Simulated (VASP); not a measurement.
Here is a VASP 6.6.1 calculation.

Contents of INCAR:

```
ALGO = Normal ; EDIFF = 1E-6
ENCUT = 520 ; GGA = PS
ISIF = 2 ; ISMEAR = 0
LASPH = True ; LCHARG = False
LREAL = False ; LWAVE = False
NBANDS = 8 ; NELM = 100
PREC = Accurate ; SIGMA = 0.15
```

The input KPOINTS:

```
k-points
0
Gamma
  20 20 20
```

Contents of POSCAR:

```
Al
1.0
   -1.5872406433      1.5872406433      1.5912186900
    1.5872406433     -1.5872406433      1.5912186900
    1.5951967367      1.5951967367     -1.5912186900
Al
1
Direct
    0.0000000000      0.0000000000      0.0000000000
```

Potentials or basis: VASP PAW PBE potentials, release 64 (Al).

Launch:

```sh
$ cat potpaw_PBE.64/Al/POTCAR > POTCAR
$ mpirun -np 1 vasp_std > vasp.out
```

What does it give for the band gap on the k mesh?

Zero (an odd number of electrons rules out a gap without spin polarisation).

What does it give for the pressure?

2.3 GPa.

Stress tensor (GPa, compression positive):
```
 2.28 -0.21  0.00
-0.21  2.28  0.00
 0.00  0.00  2.27
```

Caveat: the cell differs from its parent crystal (strain +0.0050 x Voigt [0, 0, 0, 0, 0, 1]); the PAW data sets were made with another functional, which shifts forces and pressure a little.
